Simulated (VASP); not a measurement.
# Ti in VASP: notebook, part 3 of 3

VASP 6.6.1. Earlier steps stand in the parts before.

**5. Electric field gradients, PBEsol (equal xy, yz and zx shear strains of +3 %)**

INCAR

```
PREC = Accurate
ENCUT = 520
EDIFF = 1E-8
ISMEAR = -1
SIGMA = 0.05
LREAL = False
LASPH = True
NELM = 100
ALGO = Normal
ISIF = 2
LWAVE = False
LCHARG = False
GGA = PS
LEFG = True
NBANDS = 12
```

KPOINTS

```
regular mesh
0
Gamma
  14 14 14
```

POSCAR

```
Ti
1.0
   -1.5917700000      1.6410000000      1.6410000000
    1.6410000000     -1.5917700000      1.6410000000
    1.6410000000      1.6410000000     -1.5917700000
Ti
1
Direct
    0.0000000000      0.0000000000      0.0000000000
```

Potentials or basis: VASP PAW PBE potentials, release 64 (Ti_sv).

Command:

```console
$ cat potpaw_PBE.64/Ti_sv/POTCAR > POTCAR
$ mpirun -np 1 vasp_std > vasp.out
```

OUTCAR:

```text
PREC = Accurate
   ENCUT = 520
   EDIFF = 1E-8
   ISMEAR = -1
   LREAL = False
   LASPH = True
   NELM = 100
   ISIF = 2
   GGA = PS

 ion  position               nearest neighbor table
   1  0.000  0.000  0.000-

  LATTYP: Found a trigonal (rhomboedric) cell.
 ALAT       =     2.8141595074
 COS(alpha) =    -0.3196300452

  Lattice vectors:

 A1 = (  -1.5917700000,   1.6410000000,   1.6410000000)
 A2 = (   1.6410000000,  -1.5917700000,   1.6410000000)
 A3 = (   1.6410000000,   1.6410000000,  -1.5917700000)

Analysis of symmetry for initial positions (statically):
=====================================================================
 Subroutine PRICEL returns:
 Original cell was already a primitive cell.

 Routine SETGRP: Setting up the symmetry group for a
 trigonal (rhombohedral) supercell.

 Subroutine GETGRP returns: Found 12 space group operations
 (whereof 12 operations were pure point group operations)
 out of a pool of 12 trial point group operations.

The static configuration has the point symmetry D_3d.

Analysis of symmetry for dynamics (positions and initial velocities):
=====================================================================
 Subroutine PRICEL returns:
 Original cell was already a primitive cell.

 Routine SETGRP: Setting up the symmetry group for a
 trigonal (rhombohedral) supercell.

 Subroutine GETGRP returns: Found 12 space group operations
 (whereof 12 operations were pure point group operations)
 out of a pool of 12 trial point group operations.

The dynamic configuration has the point symmetry D_3d.

 Subroutine INISYM returns: Found 12 space group operations
[... 161 lines left out ...]
     10      10.5141      0.00000
     11      24.7822      0.00000
     12      24.7822      0.00000
[... 331 lines left out ...]
 k-point    24 :       0.2857    0.1429   -0.0000
  band No.  band energies     occupation
      1     -48.4465      2.00000
      2     -24.9958      2.00000
      3     -24.7037      2.00000
      4     -24.5438      2.00000
      5       5.2225      2.00000
      6       7.5260      1.98699
      7       7.7766      1.00818
      8      10.3052      0.00000
      9      10.9389      0.00000
     10      11.6527      0.00000
     11      18.4141      0.00000
     12      20.8685      0.00000

 [... further k-points ...]

------------------------ aborting loop because EDIFF is reached ----------------------------------------

  FORCE on cell =-STRESS in cart. coord.  units (eV):
  Direction    XX          YY          ZZ          XY          YZ          ZX
  --------------------------------------------------------------------------------------
  -------------------------------------------------------------------------------------
  Total       -0.7529221     -0.7529221     -0.7529221     -0.1379196     -0.1379196     -0.1379196
  in kB      -68.2912708    -68.2912708    -68.2912708    -12.5095353    -12.5095353    -12.5095353
  external PRESSURE =     -68.2912708 kB  Pullay stress =       0.0000000 kB

 VOLUME and BASIS-vectors are now :
 -----------------------------------------------------------------------------
  energy-cutoff  :      520.00
  volume of cell :       17.66
      direct lattice vectors                 reciprocal lattice vectors
    -1.591770000  1.641000000  1.641000000    -0.009009677  0.300322567  0.300322567
     1.641000000 -1.591770000  1.641000000     0.300322567 -0.009009677  0.300322567
     1.641000000  1.641000000 -1.591770000     0.300322567  0.300322567 -0.009009677

 POSITION                                       TOTAL-FORCE (eV/Angst)
 -----------------------------------------------------------------------------------
      0.00000      0.00000      0.00000        -0.000000      0.000000      0.000000
 -----------------------------------------------------------------------------------
    total drift:                                0.000000      0.000000      0.000000

  FREE ENERGIE OF THE ION-ELECTRON SYSTEM (eV)
  ---------------------------------------------------
  free  energy   TOTEN  =        -8.2124842683 eV

  energy  without entropy=       -8.1923068613  energy(sigma->0) =       -8.20239556

 Electric field gradients (V/A^2)
---------------------------------------------------------------------
 ion       V_xx      V_yy      V_zz      V_xy      V_xz      V_yz
---------------------------------------------------------------------
   1       0.000     0.000    -0.000    -5.734    -5.734    -5.734
---------------------------------------------------------------------

 Electric field gradients after diagonalization (V/A^2)
 (convention: |V_zz| > |V_xx| > |V_yy|)
----------------------------------------------------------------------
 ion       V_xx      V_yy      V_zz     asymmetry (V_yy - V_xx)/ V_zz
----------------------------------------------------------------------
   1       5.734     5.734   -11.468       0.000
----------------------------------------------------------------------

           NMR quadrupolar parameters

 Cq : quadrupolar parameter    Cq=e*Q*V_zz/h
 eta: asymmetry parameters     (V_yy - V_xx)/ V_zz
 Q  : nuclear electric quadrupole moment in mb (millibarn)
----------------------------------------------------------------------
 ion       Cq(MHz)       eta       Q (mb)
----------------------------------------------------------------------
   1      -0.028       0.000       1.000
----------------------------------------------------------------------
```

OSZICAR:

```text
N       E                     dE             d eps       ncg     rms          rms(c)
DAV:   1     0.859100030216E+02    0.85910E+02   -0.64994E+03  6936   0.119E+03
DAV:   2    -0.511379485147E+01   -0.91024E+02   -0.88750E+02  7088   0.295E+02
DAV:   3    -0.933110598272E+01   -0.42173E+01   -0.41683E+01  9488   0.647E+01
DAV:   4    -0.941992624470E+01   -0.88820E-01   -0.88671E-01  7868   0.843E+00
DAV:   5    -0.942222887683E+01   -0.23026E-02   -0.23026E-02  7996   0.120E+00    0.854E+00
DAV:   6    -0.821043981208E+01    0.12118E+01   -0.28769E+00  7468   0.237E+01    0.202E+00
DAV:   7    -0.820442752454E+01    0.60123E-02   -0.75218E-02  8156   0.279E+00    0.124E+00
DAV:   8    -0.821204896160E+01   -0.76214E-02   -0.35401E-02  7204   0.226E+00    0.117E-01
DAV:   9    -0.821246044784E+01   -0.41149E-03   -0.23328E-03  8524   0.502E-01    0.734E-02
DAV:  10    -0.821250088395E+01   -0.40436E-04   -0.24935E-04  7244   0.179E-01    0.121E-02
DAV:  11    -0.821248426876E+01    0.16615E-04   -0.23674E-05  8004   0.758E-02    0.119E-02
DAV:  12    -0.821248404314E+01    0.22562E-06   -0.24896E-06  7296   0.200E-02    0.206E-03
DAV:  13    -0.821248426589E+01   -0.22275E-06   -0.26634E-07  9268   0.425E-03    0.906E-04
DAV:  14    -0.821248426825E+01   -0.23599E-08   -0.22437E-08  7160   0.149E-03
   1 F= -.82124843E+01 E0= -.82023956E+01  d E =-.201774E-01
```

stdout:

```text
POSCAR found type information on POSCAR Ti
 POSCAR found :  1 types and       1 ions
 scaLAPACK will be used
 -----------------------------------------------------------------------------
|                                                                             |
|                                                                             |
|     You enforced a specific xc type in the INCAR file but a different       |
|     I HOPE YOU KNOW WHAT YOU ARE DOING!                                     |
|                                                                             |
 -----------------------------------------------------------------------------

 LDA part: xc-table for (Slater+PW92), standard interpolation
 POSCAR, INCAR and KPOINTS ok, starting setup
 FFT: planning ... GRIDC
 FFT: planning ... GRID_SOFT
 FFT: planning ... GRID
 WAVECAR not read
 entering main loop
ion   1
```

Run time: 31 s. Hardware: 1 thread of Intel Xeon 6975P-C, shared host; peak memory 0.18 GiB.

Results:

- Free energy: -8.2125 eV
- Pressure: -6.8 GPa
- Band gap on the k mesh: zero (band 6 reaches 8.59 eV, above the bottom of band 7 at 7.18 eV)

Levels at points of the mesh, in eV from the Fermi level:
```tsv
k point	band 4	band 5	band 6	band 7	band 8	band 9
(0.00, 0.00, 0.00)	-32.27	-5.91	0.81	0.81	1.26	2.74
(0.50, 0.00, 0.00)	-32.28	-2.43	-0.43	0.91	2.78	3.13
(0.50, 0.50, 0.00)	-32.30	-2.39	-0.35	1.32	2.64	2.94
(0.50, 0.50, 0.50)	-32.68	-2.04	-2.04	3.59	3.99	3.99
```

Electric field gradients, principal values (V/Å²):
| atom | least | middle | greatest (by size) |
| --- | --- | --- | --- |
| 1 Ti | 5.734 | 5.734 | -11.468 |

Caveat: the cell differs from its parent crystal (equal xy, yz and zx shear strains of +3 %); without QUAD_EFG the Cq values of the log hold for a quadrupole moment of 1 mb, not for the nuclei; the PAW data sets were made with another functional, which shifts forces and pressure a little.

**6. Electric field gradients, PBEsol (equal xy, yz and zx shear strains of -1 %)**

INCAR

```
PREC = Accurate ; ENCUT = 520
EDIFF = 1E-8 ; ISMEAR = -1
SIGMA = 0.05 ; LREAL = False
LASPH = True ; NELM = 60
ALGO = Normal ; ISIF = 2
LWAVE = False ; LCHARG = False
GGA = PS ; LEFG = True
NBANDS = 12
```

KPOINTS is that of step 5.

POSCAR

```
Ti
1.0
   -1.6574100000      1.6410000000      1.6410000000
    1.6410000000     -1.6574100000      1.6410000000
    1.6410000000      1.6410000000     -1.6574100000
Ti
1
Direct
    0.0000000000      0.0000000000      0.0000000000
```

Potentials or basis: VASP PAW PBE potentials, release 64 (Ti_sv).

Command:

```console
$ cat potpaw_PBE.64/Ti_sv/POTCAR > POTCAR
$ mpirun -np 1 vasp_std > vasp.out
```

OUTCAR:

```text
PREC = Accurate
   ENCUT = 520
   EDIFF = 1E-8
   ISMEAR = -1
   LREAL = False
   LASPH = True
   NELM = 60
   ISIF = 2
   GGA = PS

 ion  position               nearest neighbor table
   1  0.000  0.000  0.000-

  LATTYP: Found a trigonal (rhomboedric) cell.
 ALAT       =     2.8518011691
 COS(alpha) =    -0.3377371610

  Lattice vectors:

 A1 = (  -1.6574100000,   1.6410000000,   1.6410000000)
[... 566 lines left out ...]
 -----------------------------------------------------------------------------------
    total drift:                                0.000000      0.000000      0.000000

  FREE ENERGIE OF THE ION-ELECTRON SYSTEM (eV)
  ---------------------------------------------------
  free  energy   TOTEN  =        -8.2173205658 eV

  energy  without entropy=       -8.1966772038  energy(sigma->0) =       -8.20699888

 Electric field gradients (V/A^2)
---------------------------------------------------------------------
 ion       V_xx      V_yy      V_zz      V_xy      V_xz      V_yz
---------------------------------------------------------------------
   1       0.000    -0.000    -0.000     2.380     2.380     2.380
---------------------------------------------------------------------

 Electric field gradients after diagonalization (V/A^2)
 (convention: |V_zz| > |V_xx| > |V_yy|)
----------------------------------------------------------------------
 ion       V_xx      V_yy      V_zz     asymmetry (V_yy - V_xx)/ V_zz
----------------------------------------------------------------------
   1      -2.380    -2.380     4.761       0.000
----------------------------------------------------------------------

           NMR quadrupolar parameters

 Cq : quadrupolar parameter    Cq=e*Q*V_zz/h
 eta: asymmetry parameters     (V_yy - V_xx)/ V_zz
 Q  : nuclear electric quadrupole moment in mb (millibarn)
----------------------------------------------------------------------
 ion       Cq(MHz)       eta       Q (mb)
----------------------------------------------------------------------
   1       0.012       0.000       1.000
----------------------------------------------------------------------
```

OSZICAR:

```text
N       E                     dE             d eps       ncg     rms          rms(c)
DAV:   1     0.867846650504E+02    0.86785E+02   -0.65397E+03  6932   0.119E+03
DAV:   2    -0.510875178478E+01   -0.91893E+02   -0.89514E+02  7068   0.298E+02
DAV:   3    -0.933742742138E+01   -0.42287E+01   -0.41790E+01  9580   0.652E+01
DAV:   4    -0.943114013552E+01   -0.93713E-01   -0.93638E-01  7724   0.854E+00
DAV:   5    -0.943339615072E+01   -0.22560E-02   -0.22560E-02  8112   0.119E+00    0.853E+00
DAV:   6    -0.821471081962E+01    0.12187E+01   -0.29596E+00  7464   0.238E+01    0.201E+00
DAV:   7    -0.820928302251E+01    0.54278E-02   -0.74688E-02  8108   0.275E+00    0.123E+00
DAV:   8    -0.821688782672E+01   -0.76048E-02   -0.35448E-02  7272   0.221E+00    0.106E-01
DAV:   9    -0.821728764953E+01   -0.39982E-03   -0.20082E-03  8380   0.440E-01    0.703E-02
DAV:  10    -0.821733335699E+01   -0.45707E-04   -0.27678E-04  7264   0.175E-01    0.166E-02
DAV:  11    -0.821732059662E+01    0.12760E-04   -0.32842E-05  7816   0.860E-02    0.105E-02
DAV:  12    -0.821732037518E+01    0.22144E-06   -0.14065E-06  7504   0.141E-02    0.285E-03
DAV:  13    -0.821732067363E+01   -0.29845E-06   -0.56655E-07  8960   0.686E-03    0.184E-03
DAV:  14    -0.821732061550E+01    0.58131E-07   -0.37384E-08  7072   0.218E-03    0.884E-04
DAV:  15    -0.821732056406E+01    0.51438E-07   -0.14701E-08  6628   0.157E-03    0.363E-05
DAV:  16    -0.821732056580E+01   -0.17344E-08   -0.35364E-10  3580   0.191E-04
   1 F= -.82173206E+01 E0= -.82069989E+01  d E =-.206434E-01
```

stdout:

```text
POSCAR found type information on POSCAR Ti
 POSCAR found :  1 types and       1 ions
 scaLAPACK will be used
 -----------------------------------------------------------------------------
|                                                                             |
|                                                                             |
|     You enforced a specific xc type in the INCAR file but a different       |
|     I HOPE YOU KNOW WHAT YOU ARE DOING!                                     |
|                                                                             |
 -----------------------------------------------------------------------------

 LDA part: xc-table for (Slater+PW92), standard interpolation
 POSCAR, INCAR and KPOINTS ok, starting setup
 FFT: planning ... GRIDC
 FFT: planning ... GRID_SOFT
 FFT: planning ... GRID
 WAVECAR not read
 entering main loop
ion   1
```

It took 36 s on 1 thread of Intel Xeon 6975P-C, shared host; peak memory 0.18 GiB.

Results:

- Free energy: -8.2173 eV
- Pressure: -6.8 GPa
- Band gap on the k mesh: zero (band 6 reaches 8.69 eV, above the bottom of band 7 at 7.12 eV)

Stress tensor (GPa, compression positive):
```
-6.84  0.33  0.33
 0.33 -6.84  0.33
 0.33  0.33 -6.84
```

Levels at points of the mesh, in eV from the Fermi level:
```tsv
k point	band 2	band 3	band 4	band 5	band 6	band 7	band 8	band 9	band 10	band 11
(0.00, 0.00, 0.00)	-32.30	-32.30	-32.28	-5.91	0.88	1.02	1.02	2.71	2.71	17.11
(0.50, 0.00, 0.00)	-32.95	-32.51	-32.30	-2.40	-0.36	1.18	2.66	3.00	4.23	8.68
(0.50, 0.50, 0.00)	-32.93	-32.49	-32.29	-2.42	-0.40	1.04	2.72	3.07	4.18	8.51
(0.50, 0.50, 0.50)	-32.76	-32.73	-32.73	-2.04	-2.04	3.82	3.82	3.94	8.21	8.21
```

Electric field gradients, principal values (V/Å²):
| atom | least | middle | greatest (by size) |
| --- | --- | --- | --- |
| 1 Ti | -2.380 | -2.380 | 4.761 |

Caveat: the cell differs from its parent crystal (equal xy, yz and zx shear strains of -1 %); without QUAD_EFG the Cq values of the log hold for a quadrupole moment of 1 mb, not for the nuclei; the PAW data sets were made with another functional, which shifts forces and pressure a little.

**7. Overview**

```tsv
cell	gap on the mesh (eV)	pressure (GPa)
a = 2.880 Å, angles 108.9, 108.9, 110.5°, 1 atom	none	-10.1
a = 2.871 Å, angles 110.3°, 1 atom	none	-6.9
a = 2.814 Å, angles 108.6°, 1 atom	none	-6.8
a = 2.852 Å, angles 109.7°, 1 atom	none	-6.8
```

Alike in all rows: task electric field gradients; level PBEsol; potentials or basis VASP PAW PBE potentials, release 64 (Ti_sv); no spin polarisation; k mesh 14 × 14 × 14; cutoff (eV) 520; smearing fermi-dirac 0.05 eV.

Caveats: the PAW data sets were made with another functional, which shifts forces and pressure a little.

Total energies depend on the potentials used, so only differences within one code and one set of settings carry meaning.
